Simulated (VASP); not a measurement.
# Zn2SbO4 (P4/mmm) in VASP: single point with PBE

Aim: the single point of Zn2SbO4 with PBE.

All numbers are computed with VASP 6.6.1; they aren't measurements. Logs are shortened: lines on timing, memory, paths and dates and some standing lists are left out, and cuts for length are marked.

## (1) The cell of the first run

Symmetry: P4/mmm, No. 123, tetragonal system. Conventional cell: a = 4.421 Å, b = 4.421 Å, c = 5.904 Å, α = 90.00°, β = 90.00°, γ = 90.00°. Within 4.1 Å of Zn (site symmetry 4/mmm) lie 8 O at 3.12 Å and 4 Zn at 3.13 Å. Zn (site symmetry 4/mmm) has 2 Sb at 2.95 Å and 8 O at 3.12 Å and 4 Zn at 3.13 Å within 3.9 Å. Within 3.1 Å of Sb (site symmetry 4/mmm) lie 8 O at 2.33 Å and 2 Zn at 2.95 Å. Within 2.0 Å of O (site symmetry 2mm) lie 1 O at 1.50 Å.

The cell was generated, and may not be a known phase.

## (2) Single point, PBE

The input, INCAR:

```
PREC = Accurate
ENCUT = 700
EDIFF = 1E-6
ISMEAR = 0
SIGMA = 0.2
LREAL = False
LASPH = True
NELM = 120
ALGO = Normal
ISIF = 2
LWAVE = False
LCHARG = False
GGA = PE
NBANDS = 40
GGA_COMPAT = False
```

The input, KPOINTS:

```
Automatic mesh
0
Gamma
  3 3 4
```

The input, POSCAR:

```
Zn2SbO4
1.0
    4.4214776232      0.0000000000      0.0000000000
    0.0000000000      4.4214776232      0.0000000000
    0.0000000000      0.0000000000      5.9035068361
Zn Sb O
2 1 4
Direct
    0.0000000000      0.0000000000      0.5000000000
    0.5000000000      0.5000000000      0.5000000000
    0.5000000000      0.5000000000      0.0000000000
    0.0000000000      0.5000000000      0.1266324055
    0.5000000000      0.0000000000      0.1266324055
    0.0000000000      0.5000000000      0.8733675945
    0.5000000000      0.0000000000      0.8733675945
```

Potentials or basis: VASP PAW PBE potentials, release 64 (Zn, Sb_d_GW, O).

Command:

```console
$ cat potpaw_PBE.64/Zn/POTCAR potpaw_PBE.64/Sb_d_GW/POTCAR potpaw_PBE.64/O/POTCAR > POTCAR
$ mpirun -np 1 vasp_std > vasp.out
```

OUTCAR:

```text
PREC = Accurate
   ENCUT = 700
   EDIFF = 1E-6
   ISMEAR = 0
   LREAL = False
   LASPH = True
   NELM = 120
   ISIF = 2
   GGA = PE

 ion  position               nearest neighbor table
   1  0.000  0.000  0.500-
   2  0.500  0.500  0.500-   3 2.95   3 2.95
   3  0.500  0.500  0.000-   4 2.33   5 2.33   6 2.33   7 2.33   5 2.33   7 2.33   4 2.33   6 2.33
                             2 2.95   2 2.95
   4  0.000  0.500  0.127-   6 1.50   3 2.33   3 2.33
   5  0.500  0.000  0.127-   7 1.50   3 2.33   3 2.33
   6  0.000  0.500  0.873-   4 1.50   3 2.33   3 2.33
   7  0.500  0.000  0.873-   5 1.50   3 2.33   3 2.33

  LATTYP: Found a simple tetragonal cell.
 ALAT       =     4.4214776232
 C/A-ratio  =     1.3351886720

  Lattice vectors:

 A1 = (   4.4214776232,   0.0000000000,   0.0000000000)
 A2 = (   0.0000000000,   4.4214776232,   0.0000000000)
 A3 = (   0.0000000000,   0.0000000000,   5.9035068361)

Analysis of symmetry for initial positions (statically):
=====================================================================
 Subroutine PRICEL returns:
 Original cell was already a primitive cell.

 Routine SETGRP: Setting up the symmetry group for a
 simple tetragonal supercell.

 Subroutine GETGRP returns: Found 16 space group operations
 (whereof 16 operations were pure point group operations)
 out of a pool of 16 trial point group operations.

The static configuration has the point symmetry D_4h.

Analysis of symmetry for dynamics (positions and initial velocities):
=====================================================================
 Subroutine PRICEL returns:
 Original cell was already a primitive cell.

 Routine SETGRP: Setting up the symmetry group for a
 simple tetragonal supercell.

 Subroutine GETGRP returns: Found 16 space group operations
 (whereof 16 operations were pure point group operations)
 out of a pool of 16 trial point group operations.

The dynamic configuration has the point symmetry D_4h.

 Subroutine INISYM returns: Found 16 space group operations
 (whereof 16 operations are pure point group operations),
 and found     1 'primitive' translations

----------------------------------------------------------------------------------------

                                     Primitive cell

  volume of cell :     115.4104

  direct lattice vectors                    reciprocal lattice vectors
     4.421477623  0.000000000  0.000000000     0.226168735  0.000000000  0.000000000
     0.000000000  4.421477623  0.000000000     0.000000000  0.226168735  0.000000000
     0.000000000  0.000000000  5.903506836     0.000000000  0.000000000  0.169390843

  length of vectors
     4.421477623  4.421477623  5.903506836     0.226168735  0.226168735  0.169390843

  position of ions in fractional coordinates (direct lattice)
     0.000000000  0.000000000  0.500000000
     0.500000000  0.500000000  0.500000000
     0.500000000  0.500000000  0.000000000
     0.000000000  0.500000000  0.126632405
     0.500000000  0.000000000  0.126632405
     0.000000000  0.500000000  0.873367595
     0.500000000  0.000000000  0.873367595

  ion indices of the primitive-cell ions
   primitive index   ion index
                 1           1
                 2           2
                 3           3
                 4           4
                 5           5
                 6           6
                 7           7

----------------------------------------------------------------------------------------

 KPOINTS: Automatic mesh

Automatic generation of k-mesh.
 Grid dimensions read from file:
 generate k-points for:    3    3    4

 Generating k-lattice:

  Cartesian coordinates                     Fractional coordinates (reciprocal lattice)
     0.075389578  0.000000000  0.000000000     0.333333333  0.000000000  0.000000000
     0.000000000  0.075389578  0.000000000     0.000000000  0.333333333  0.000000000
     0.000000000  0.000000000  0.042347711     0.000000000  0.000000000  0.250000000

  Length of vectors
     0.075389578  0.075389578  0.042347711

  Shift w.r.t. Gamma in fractional coordinates (k-lattice)
     0.000000000  0.000000000  0.000000000

 Subroutine IBZKPT returns following result:
 ===========================================

 Found      9 irreducible k-points:

 Following reciprocal coordinates:
            Coordinates               Weight
  0.000000  0.000000  0.000000      1.000000
  0.333333  0.000000  0.000000      4.000000
  0.333333  0.333333  0.000000      4.000000
  0.000000  0.000000  0.250000      2.000000
  0.333333  0.000000  0.250000      8.000000
  0.333333  0.333333  0.250000      8.000000
  0.000000  0.000000  0.500000      1.000000
  0.333333  0.000000  0.500000      4.000000
  0.333333  0.333333  0.500000      4.000000
   k-points           NKPTS =      9   k-points in BZ     NKDIM =      9   number of bands    NBANDS=     40
   number of dos      NEDOS =    301   number of ions     NIONS =      7
   total plane-waves  NPLWV =  86400
   dimension x,y,z NGX =    40 NGY =   40 NGZ =   54
   dimension x,y,z NGXF=    80 NGYF=   80 NGZF=  108
   ions per type =               2   1   4
   NGX,Y,Z   is equivalent  to a cutoff of  15.04, 15.04, 15.21 a.u.
   NGXF,Y,Z  is equivalent  to a cutoff of  30.08, 30.08, 30.41 a.u.
 SYSTEM =  unknown system
   PREC   = accura    normal or accurate (medium, high low for compatibility)
   ISTART =      0    job   : 0-new  1-cont  2-samecut
   ICHARG =      2    charge: 1-file 2-atom 10-const
   ISPIN  =      1    spin polarized calculation?
   LNONCOLLINEAR =      F non collinear calculations
   LSORBIT =      F    spin-orbit coupling
   LASPH  =      T    aspherical Exc in radial PAW
   ENCUT  =  700.0 eV  51.45 Ry    7.17 a.u.   9.54  9.54 12.74*2*pi/ulx,y,z
   NELM   =    120;   NELMIN=  2; NELMDL= -5     # of ELM steps
   EDIFF  = 0.1E-05   stopping-criterion for ELM
   LREAL  =      F    real-space projection
[... 7 lines left out ...]
   TEBEG  =    0.0;   TEEND  =   0.0 temperature during run
   PSTRESS=    0.0 pullay stress
   NELECT =      63.0000    total number of electrons
   NUPDOWN=      -1.0000    fix difference up-down
   EMIN   =  10.00;   EMAX   =-10.00  energy-range for DOS
   EFERMI =   0.00;   METHOD = LEGACY
   ISMEAR =     0;   SIGMA  =   0.20  broadening in eV -4-tet -1-fermi 0-gaus
   EFERMI_NEDOS =   21; number of points for ismear=-14 and -15
   IALGO  =     38    algorithm
   IMIX   =      4    mixing-type and parameters
     AMIX     =   0.40;   BMIX     =  1.00
     AMIX_MAG =   1.60;   BMIX_MAG =  1.00
  volume/ion in A,a.u.               =      16.49       111.26
  Fermi-wavevector in a.u.,A,eV,Ry     =   1.337950  2.528360 24.355945  1.790111
  Thomas-Fermi vector in A             =   2.466459
   LORBIT       =      0    0 simple, 1 ext, 2 COOP (PROOUT), +10 PAW based schemes
   GGA     = PE    functional components
   LHFCALC =     F    Hartree Fock is set to
   AEXX    =    0.0000 exact exchange contribution
   IVDW    =     0    specifies the selected vdW correction
   LEPSILON=     F    determine dielectric tensor
   LRPA    =     F    only Hartree local field effects (RPA)
 non-spin polarized calculation
 Gauss-broadening in eV      SIGMA  =   0.20
  energy-cutoff  :      700.00
  volume of cell :      115.41
 maximum number of plane-waves:      4905
 NGX is ok and might be reduce to    40
   NGX = 19   NGY = 19   NGZ = 25

 number of electron      63.0000023 magnetization

 Free energy of the ion-electron system (eV)
  ---------------------------------------------------
  ext. energy  EPLUGINS =         0.00000000
  ---------------------------------------------------
  free energy    TOTEN  =       -25.58178145 eV

  energy without entropy =      -25.49312173  energy(sigma->0) =      -25.53745159

 E-fermi :   1.6032     XC(G=0):  -9.6418

 val. band max:        1.4899217316   @ k =   0.3333   0.3333   0.0000
 cond. band min:       1.6323822266   @ k =   0.3333   0.3333   0.2500
 fundamental gap:      0.1424604950
 Fermi energy:         1.6031863523

 k-point     1 :       0.0000    0.0000    0.0000
  band No.  band energies     occupation
      1     -27.7662      2.00000
      2     -27.6692      2.00000
      3     -27.6509      2.00000
      4     -27.6160      2.00000
      5     -27.6160      2.00000
      6     -20.4178      2.00000
[... 32 lines left out ...]
     39       9.0408      0.00000
     40       9.0408      0.00000

 k-point     2 :       0.3333    0.0000    0.0000
  band No.  band energies     occupation
      1     -27.7454      2.00000
      2     -27.6702      2.00000
      3     -27.6430      2.00000
      4     -27.6194      2.00000
      5     -27.6160      2.00000
      6     -20.2599      2.00000
[... 32 lines left out ...]
     39       7.9804      0.00000
     40       8.1245      0.00000

 k-point     3 :       0.3333    0.3333    0.0000
  band No.  band energies     occupation
      1     -27.7212      2.00000
      2     -27.6713      2.00000
      3     -27.6381      2.00000
      4     -27.6193      2.00000
      5     -27.6193      2.00000
      6     -20.1816      2.00000
[... 32 lines left out ...]
     39       6.3079      0.00000
     40       7.9867      0.00000

 k-point     4 :       0.0000    0.0000    0.2500
  band No.  band energies     occupation
      1     -27.7662      2.00000
      2     -27.6692      2.00000
      3     -27.6507      2.00000
      4     -27.6160      2.00000
      5     -27.6160      2.00000
      6     -20.4161      2.00000
[... 32 lines left out ...]
     39       9.0239      0.00000
     40       9.0239      0.00000
[... 127 lines left out ...]
     39       7.7325      0.00000
     40       9.0014      0.00000

 k-point     8 :       0.3333    0.0000    0.5000
  band No.  band energies     occupation
      1     -27.7454      2.00000
      2     -27.6702      2.00000
      3     -27.6427      2.00000
      4     -27.6194      2.00000
      5     -27.6159      2.00000
      6     -20.2574      2.00000
[... 32 lines left out ...]
     39       7.5810      0.00000
     40       8.0976      0.00000

 k-point     9 :       0.3333    0.3333    0.5000
  band No.  band energies     occupation
      1     -27.7212      2.00000
      2     -27.6713      2.00000
      3     -27.6378      2.00000
      4     -27.6193      2.00000
      5     -27.6193      2.00000
      6     -20.1798      2.00000
[... 32 lines left out ...]
     39       6.5459      0.00000
     40       6.8208      0.00000

------------------------ aborting loop because EDIFF is reached ----------------------------------------

  FORCE on cell =-STRESS in cart. coord.  units (eV):
  Direction    XX          YY          ZZ          XY          YZ          ZX
  --------------------------------------------------------------------------------------
  -------------------------------------------------------------------------------------
  Total       -0.1374423     -0.1374423      0.6905419      0.0000000      0.0000000      0.0000000
  in kB       -1.9080343     -1.9080343      9.5864024      0.0000000      0.0000000      0.0000000
  external PRESSURE =       1.9234446 kB  Pullay stress =       0.0000000 kB

 VOLUME and BASIS-vectors are now :
 -----------------------------------------------------------------------------
  energy-cutoff  :      700.00
  volume of cell :      115.41
      direct lattice vectors                 reciprocal lattice vectors
     4.421477623  0.000000000  0.000000000     0.226168735  0.000000000  0.000000000
     0.000000000  4.421477623  0.000000000     0.000000000  0.226168735  0.000000000
     0.000000000  0.000000000  5.903506836     0.000000000  0.000000000  0.169390843

 POSITION                                       TOTAL-FORCE (eV/Angst)
 -----------------------------------------------------------------------------------
      0.00000      0.00000      2.95175         0.000000     -0.000000      0.000000
      2.21074      2.21074      2.95175         0.000000     -0.000000      0.000000
      2.21074      2.21074      0.00000         0.000000     -0.000000      0.000000
      0.00000      2.21074      0.74758         0.000000     -0.000000      0.194519
      2.21074      0.00000      0.74758        -0.000000      0.000000      0.194519
      0.00000      2.21074      5.15593         0.000000     -0.000000     -0.194519
      2.21074      0.00000      5.15593         0.000000      0.000000     -0.194519
 -----------------------------------------------------------------------------------
    total drift:                               -0.000000      0.000000     -0.000000

  FREE ENERGIE OF THE ION-ELECTRON SYSTEM (eV)
  ---------------------------------------------------
  free  energy   TOTEN  =       -25.5817814482 eV

  energy  without entropy=      -25.4931217322  energy(sigma->0) =      -25.53745159
```

It took 78 s on 1 thread of Intel Xeon Platinum 8259CL at 2.50GHz (Skylake/Cascade Lake), shared host; peak memory 0.32 GiB.

Results:

- Free energy: -25.5818 eV
- Pressure: 0.2 GPa
- Largest force: 0.195 eV/Å
- Band gap on the k mesh: zero (an odd number of electrons rules out a gap without spin polarisation)

Forces on the atoms (eV/Å):
```
Zn   0.000  0.000  0.000
Zn   0.000  0.000  0.000
Sb   0.000  0.000  0.000
O    0.000  0.000  0.195
O    0.000  0.000  0.195
O    0.000  0.000 -0.195
O    0.000  0.000 -0.195
```

Caveat: the k points lie up to 0.47 Å⁻¹ apart, too coarse for converged energies and pressures of a metal; spin-orbit coupling is left out, which moves the levels of the heavy elements; an odd number of electrons without spin polarisation forces a metal; a magnetic or distorted state may lie lower.

The gap in the log of VASP goes by the Fermi energy; the results here count the filled bands.